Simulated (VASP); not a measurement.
# TiTl4W2 (I4/mmm) in VASP: a series of runs

TiTl4W2 is run at these levels: PBE; tasks: single point.

All numbers are computed with VASP 6.6.1; they aren't measurements. Logs are shortened: lines on timing, memory, paths and dates and some standing lists are left out, and cuts for length are marked.

## Step 1: The cell of the first run

It takes space group I4/mmm (No. 139, tetragonal). The conventional cell has a = 7.165 Å, b = 7.165 Å, c = 5.843 Å, α = 90.00°, β = 90.00°, γ = 90.00°. Ti (site symmetry 4/mmm) has 12 Tl at 2.90 to 3.64 Å within 3.8 Å. Within 3.8 Å of Tl (site symmetry m2m) lie 3 Ti at 2.90 to 3.64 Å and 4 W at 2.95 Å and 4 Tl at 3.01 to 3.07 Å. Within 3.8 Å of W (site symmetry -4m2) lie 2 W at 2.92 Å and 8 Tl at 2.95 Å.

## Step 2: Single point, PBE

INCAR reads:

```
PREC     = Accurate       # precision mode
ENCUT    = 520            # plane-wave cutoff, eV
EDIFF    = 1E-6           # SCF threshold, eV
ISMEAR   = 0              # smearing method
SIGMA    = 0.1            # smearing width, eV
LREAL    = F              # projectors in reciprocal space
LASPH    = T              # aspherical terms in the spheres
NELM     = 80             # most SCF steps
ALGO     = Fast           # electronic algorithm
ISIF     = 2              # what is computed and relaxed
LWAVE    = F              # write WAVECAR
LCHARG   = T              # write CHGCAR
GGA      = PE             # functional
LELF     = T              # ELF
LVHAR    = T            
NBANDS   = 55             # bands
```

KPOINTS reads:

```
Automatic mesh
0
Gamma
  4 4 4
```

POSCAR reads:

```
TiTl4W2
1.0
   -3.5824503225      3.5824503225      2.9215844469
    3.5824503225     -3.5824503225      2.9215844469
    3.5824503225      3.5824503225     -2.9215844469
Ti Tl W
1 4 2
Direct
    0.0000000000      0.0000000000      0.0000000000
    0.2860909889      0.2860909889      0.5721819778
    0.7139090111      0.2860909889      0.0000000000
    0.2860909889      0.7139090111      0.0000000000
    0.7139090111      0.7139090111      0.4278180222
    0.2500000000      0.7500000000      0.5000000000
    0.7500000000      0.2500000000      0.5000000000
```

Potentials or basis: VASP PAW PBE potentials, release 64 (Ti_sv, Tl_d, W_sv).

Launch:

```
cat potpaw_PBE.64/Ti_sv/POTCAR potpaw_PBE.64/Tl_d/POTCAR potpaw_PBE.64/W_sv/POTCAR > POTCAR
mpirun -np 1 vasp_std > vasp.out
```

OUTCAR:

```text
PREC = Accurate
   ENCUT = 520
   EDIFF = 1E-6
   ISMEAR = 0
   LREAL = F
   LASPH = T
   NELM = 80
   ISIF = 2
   GGA = PE

 ion  position               nearest neighbor table
   1  0.000  0.000  0.000-   2 2.90   3 2.90   4 2.90   5 2.90
   2  0.286  0.286  0.572-   1 2.90   7 2.95   6 2.95   6 2.95   7 2.95   5 3.01   5 3.01   4 3.07
                             3 3.07   3 4.10   4 4.10
   3  0.714  0.286  0.000-   1 2.90   6 2.95   6 2.95   7 2.95   7 2.95   4 3.01   4 3.01   2 3.07
                             5 3.07   5 4.10   2 4.10
   4  0.286  0.714  0.000-   1 2.90   7 2.95   7 2.95   6 2.95   6 2.95   3 3.01   3 3.01   2 3.07
                             5 3.07   5 4.10   2 4.10
   5  0.714  0.714  0.428-   1 2.90   7 2.95   6 2.95   6 2.95   7 2.95   2 3.01   2 3.01   3 3.07
                             4 3.07   3 4.10   4 4.10
   6  0.250  0.750  0.500-   7 2.92   7 2.92   3 2.95   3 2.95   5 2.95   2 2.95   4 2.95   5 2.95
                             2 2.95   4 2.95
   7  0.750  0.250  0.500-   6 2.92   6 2.92   4 2.95   4 2.95   5 2.95   2 2.95   3 2.95   5 2.95
                             2 2.95   3 2.95

  LATTYP: Found a body centered tetragonal cell.
 ALAT       =     7.1649006450
 C/A-ratio  =     0.8155268556

  Lattice vectors:

 A1 = (  -3.5824503225,   3.5824503225,   2.9215844469)
 A2 = (   3.5824503225,  -3.5824503225,   2.9215844469)
 A3 = (   3.5824503225,   3.5824503225,  -2.9215844469)

Analysis of symmetry for initial positions (statically):
=====================================================================
 Subroutine PRICEL returns:
 Original cell was already a primitive cell.

 Routine SETGRP: Setting up the symmetry group for a
 body centered tetragonal supercell.

 Subroutine GETGRP returns: Found 16 space group operations
 (whereof 16 operations were pure point group operations)
 out of a pool of 16 trial point group operations.

The static configuration has the point symmetry D_4h.

Analysis of symmetry for dynamics (positions and initial velocities):
=====================================================================
 Subroutine PRICEL returns:
 Original cell was already a primitive cell.

 Routine SETGRP: Setting up the symmetry group for a
 body centered tetragonal supercell.

 Subroutine GETGRP returns: Found 16 space group operations
 (whereof 16 operations were pure point group operations)
 out of a pool of 16 trial point group operations.

The dynamic configuration has the point symmetry D_4h.

[... 100 lines left out ...]
   IBRION =     -1    ionic relax: 0-MD 1-quasi-New 2-CG
   NFREE  =      0    steps in history (QN), initial steepest desc. (CG)
   ISIF   =      2    stress and relaxation
   ISYM   =      2    0-nonsym 1-usesym 2-fastsym
   POTIM  = 0.5000    time-step for ionic-motion
   TEBEG  =    0.0;   TEEND  =   0.0 temperature during run
   PSTRESS=    0.0 pullay stress
   NELECT =      92.0000    total number of electrons
   NUPDOWN=      -1.0000    fix difference up-down
   EMIN   =  10.00;   EMAX   =-10.00  energy-range for DOS
   EFERMI =   0.00;   METHOD = LEGACY
   ISMEAR =     0;   SIGMA  =   0.10  broadening in eV -4-tet -1-fermi 0-gaus
   EFERMI_NEDOS =   21; number of points for ismear=-14 and -15
   IALGO  =     68    algorithm
   IMIX   =      4    mixing-type and parameters
     AMIX     =   0.40;   BMIX     =  1.00
     AMIX_MAG =   1.60;   BMIX_MAG =  1.00
  volume/ion in A,a.u.               =      21.43       144.59
  Fermi-wavevector in a.u.,A,eV,Ry     =   1.390992  2.628593 26.325337  1.934858
  Thomas-Fermi vector in A             =   2.514874
   LORBIT       =      0    0 simple, 1 ext, 2 COOP (PROOUT), +10 PAW based schemes
   GGA     = PE    functional components
   LHFCALC =     F    Hartree Fock is set to
   AEXX    =    0.0000 exact exchange contribution
   IVDW    =     0    specifies the selected vdW correction
   LEPSILON=     F    determine dielectric tensor
   LRPA    =     F    only Hartree local field effects (RPA)
 non-spin polarized calculation
 RMM-DIIS sequential band-by-band and
 Gauss-broadening in eV      SIGMA  =   0.10
  energy-cutoff  :      520.00
  volume of cell :      149.98
 maximum number of plane-waves:      4054
 NGX is ok and might be reduce to    48
   NGX = 21   NGY = 21   NGZ = 21

 number of electron      91.9999987 magnetization

 Free energy of the ion-electron system (eV)
  ---------------------------------------------------
  ext. energy  EPLUGINS =         0.00000000
  ---------------------------------------------------
  free energy    TOTEN  =       -35.90619734 eV

  energy without entropy =      -35.87775546  energy(sigma->0) =      -35.89197640

 E-fermi :   9.1293     XC(G=0): -11.5668

 val. band max:        9.1076677138   @ k =   0.5000   0.5000  -0.0000
 cond. band min:       9.1582320256   @ k =  -0.2500   0.5000   0.2500
 fundamental gap:      0.0505643117
 Fermi energy:         9.1293286541

 k-point     1 :       0.0000    0.0000    0.0000
  band No.  band energies     occupation
      1     -65.3889      2.00000
      2     -65.3634      2.00000
      3     -48.6046      2.00000
      4     -29.7880      2.00000
      5     -29.6034      2.00000
      6     -29.6034      2.00000
[... 743 lines left out ...]
     54      12.1374      0.00000
     55      12.6167      0.00000

------------------------ aborting loop because EDIFF is reached ----------------------------------------

  FORCE on cell =-STRESS in cart. coord.  units (eV):
  Direction    XX          YY          ZZ          XY          YZ          ZX
  --------------------------------------------------------------------------------------
  -------------------------------------------------------------------------------------
  Total        0.0138651      0.0138651     -0.0634676      0.0000000     -0.0000000      0.0000000
  in kB        0.1481134      0.1481134     -0.6779904      0.0000000     -0.0000000      0.0000000
  external PRESSURE =      -0.1272545 kB  Pullay stress =       0.0000000 kB

 VOLUME and BASIS-vectors are now :
 -----------------------------------------------------------------------------
  energy-cutoff  :      520.00
  volume of cell :      149.98
      direct lattice vectors                 reciprocal lattice vectors
    -3.582450323  3.582450323  2.921584447     0.000000000  0.139569277  0.171140013
     3.582450323 -3.582450323  2.921584447     0.139569277  0.000000000  0.171140013
     3.582450323  3.582450323 -2.921584447     0.139569277  0.139569277  0.000000000

 POSITION                                       TOTAL-FORCE (eV/Angst)
 -----------------------------------------------------------------------------------
      0.00000      0.00000      0.00000        -0.000000     -0.000000      0.000000
      2.04981      2.04981      0.00000         0.003107      0.003107     -0.000000
     -1.53264      1.53264      2.92158         0.003107     -0.003107     -0.000000
      1.53264     -1.53264      2.92158        -0.003107      0.003107      0.000000
      1.53264      1.53264      2.92158        -0.003107     -0.003107      0.000000
      3.58245     -0.00000      1.46079        -0.000000     -0.000000      0.000000
     -0.00000      3.58245      1.46079        -0.000000     -0.000000      0.000000
 -----------------------------------------------------------------------------------
    total drift:                               -0.000000     -0.000000      0.000000

  FREE ENERGIE OF THE ION-ELECTRON SYSTEM (eV)
  ---------------------------------------------------
  free  energy   TOTEN  =       -35.9061973446 eV

  energy  without entropy=      -35.8777554640  energy(sigma->0) =      -35.89197640
```

OSZICAR:

```text
N       E                     dE             d eps       ncg     rms          rms(c)
DAV:   1     0.968493060218E+03    0.96849E+03   -0.50521E+04  1478   0.179E+03
DAV:   2     0.337220416821E+02   -0.93477E+03   -0.91216E+03  1437   0.514E+02
DAV:   3    -0.363867429550E+02   -0.70109E+02   -0.66660E+02  1837   0.123E+02
[... 39 lines left out ...]
RMM:  43    -0.359061927159E+02   -0.16602E-05   -0.18739E-05   982   0.676E-03    0.120E-02
RMM:  44    -0.359061941514E+02   -0.14355E-05   -0.17342E-05  1056   0.668E-03    0.114E-02
RMM:  45    -0.359061952504E+02   -0.10990E-05   -0.13305E-05   992   0.646E-03    0.112E-02
RMM:  46    -0.359061963685E+02   -0.11181E-05   -0.12797E-05   942   0.626E-03    0.116E-02
RMM:  47    -0.359061973446E+02   -0.97607E-06   -0.99851E-06   944   0.612E-03
   1 F= -.35906197E+02 E0= -.35891976E+02  d E =-.284419E-01
```

stdout:

```text
POSCAR found type information on POSCAR TiTlW
 POSCAR found :  3 types and       7 ions
 scaLAPACK will be used
 LDA part: xc-table for (Slater+PW92), standard interpolation
 POSCAR, INCAR and KPOINTS ok, starting setup
 FFT: planning ... GRIDC
 FFT: planning ... GRID_SOFT
 FFT: planning ... GRID
 WAVECAR not read
 entering main loop
WARNING in EDDRMM: call to ZHEGV failed, returncode =   6  3     39
WARNING in EDDRMM: call to ZHEGV failed, returncode =   6  3     10
WARNING in EDDRMM: call to ZHEGV failed, returncode =   8  4     13
WARNING in EDDRMM: call to ZHEGV failed, returncode =   6  3     49
```

It took 11 min on 1 thread of Intel Xeon Platinum 8488C (Sapphire Rapids), shared host; peak memory 0.38 GiB.

Results:

| Item | Value |
| --- | --- |
| Free energy | -35.9062 eV |
| Pressure | 0.0 GPa |
| Largest force | 0.004 eV/Å |
| Band gap on the k mesh | zero (band 46 reaches 9.21 eV, above the bottom of band 47 at 8.90 eV) |

Forces in eV/Å, atoms in the order of the input:
```
Ti   0.000  0.000  0.000
Tl   0.003  0.003  0.000
Tl   0.003 -0.003  0.000
Tl  -0.003  0.003  0.000
Tl  -0.003 -0.003  0.000
W    0.000  0.000  0.000
W    0.000  0.000  0.000
```

Levels at points of the mesh, in eV from the Fermi level:
| k point | band 43 | band 44 | band 45 | band 46 | band 47 | band 48 | band 49 | band 50 |
| --- | --- | --- | --- | --- | --- | --- | --- | --- |
| (0.00, 0.00, 0.00) | -1.91 | -1.31 | -0.89 | -0.03 | 0.19 | 0.36 | 1.24 | 1.25 |
| (0.50, 0.00, 0.00) | -1.54 | -1.23 | -0.52 | -0.17 | 0.16 | 0.17 | 0.41 | 0.57 |
| (0.50, 0.50, 0.00) | -2.12 | -1.52 | -0.90 | -0.02 | 0.16 | 0.75 | 0.81 | 0.94 |
| (0.50, 0.50, 0.50) | -2.47 | -1.93 | -0.36 | 0.08 | 0.08 | 0.27 | 0.61 | 0.65 |

Caveat: spin-orbit coupling is left out, which moves the levels of the heavy elements.

## Step 3: Single point, PBE

This run uses another cell than the first one, of 25.54 Å³/atom, 1.192 times its volume.

INCAR reads:

```
ALGO = Fast ; EDIFF = 1E-6
ENCUT = 520 ; GGA = PE
ISIF = 2 ; ISMEAR = 0
LASPH = T ; LCHARG = F
LREAL = F ; LWAVE = F
NBANDS = 55 ; NELM = 80
PREC = Accurate ; SIGMA = 0.1
```

KPOINTS reads:

```
k-points
0
Gamma
  4 4 4
```

POSCAR reads:

```
TiTl4W2
1.0
   -3.8406506300      3.8406506300      3.0300003800
    3.8406506300     -3.8406506300      3.0300003800
    3.8406506300      3.8406506300     -3.0300003800
Ti Tl W
1 4 2
Direct
    0.0000000000      0.0000000000      0.0000000000
    0.3044315000      0.3044315000      0.6088630000
    0.6955685000      0.3044315000      0.0000000000
    0.3044315000      0.6955685000      0.0000000000
    0.6955685000      0.6955685000      0.3911370000
    0.2500000000      0.7500000000      0.5000000000
    0.7500000000      0.2500000000      0.5000000000
```

Potentials or basis: VASP PAW PBE potentials, release 64 (Ti_sv, Tl_d, W_sv).

Launch:

```
cat potpaw_PBE.64/Ti_sv/POTCAR potpaw_PBE.64/Tl_d/POTCAR potpaw_PBE.64/W_sv/POTCAR > POTCAR
mpirun -np 1 vasp_std > vasp.out
```

Wall time 14 min (1 thread of Intel Xeon Platinum 8488C (Sapphire Rapids), shared host); peak memory 0.4 GiB.

It converged, with:

```
Free energy            : -34.1467 eV
Pressure               : -11.8 GPa
Largest force          : 1.105 eV/Å
Band gap on the k mesh : zero (band 46 reaches 6.99 eV, above the bottom of band 47 at 6.90 eV)
```

Forces on the atoms (eV/Å):
```
Ti   0.000  0.000  0.000
Tl  -0.781 -0.781  0.000
Tl  -0.781  0.781  0.000
Tl   0.781 -0.781  0.000
Tl   0.781  0.781  0.000
W    0.000  0.000  0.000
W    0.000  0.000  0.000
```

Stress tensor (GPa, compression positive):
```
-10.76   0.00   0.00
  0.00 -10.76   0.00
  0.00   0.00 -13.92
```

Levels at points of the mesh, in eV from the Fermi level:
| k point | band 44 | band 45 | band 46 | band 47 | band 48 | band 49 |
| --- | --- | --- | --- | --- | --- | --- |
| (0.00, 0.00, 0.00) | -0.79 | -0.78 | -0.24 | 0.11 | 0.29 | 0.79 |
| (0.50, 0.00, 0.00) | -0.86 | -0.27 | -0.12 | 0.06 | 0.17 | 0.39 |
| (0.50, 0.50, 0.00) | -1.08 | -0.64 | -0.03 | 0.11 | 0.59 | 0.60 |
| (0.50, 0.50, 0.50) | -1.24 | -0.03 | 0.03 | 0.03 | 0.11 | 0.24 |

Caveat: spin-orbit coupling is left out, which moves the levels of the heavy elements; forces of over 1 eV/Å act on the atoms, so gaps and moduli don't describe the material at rest.
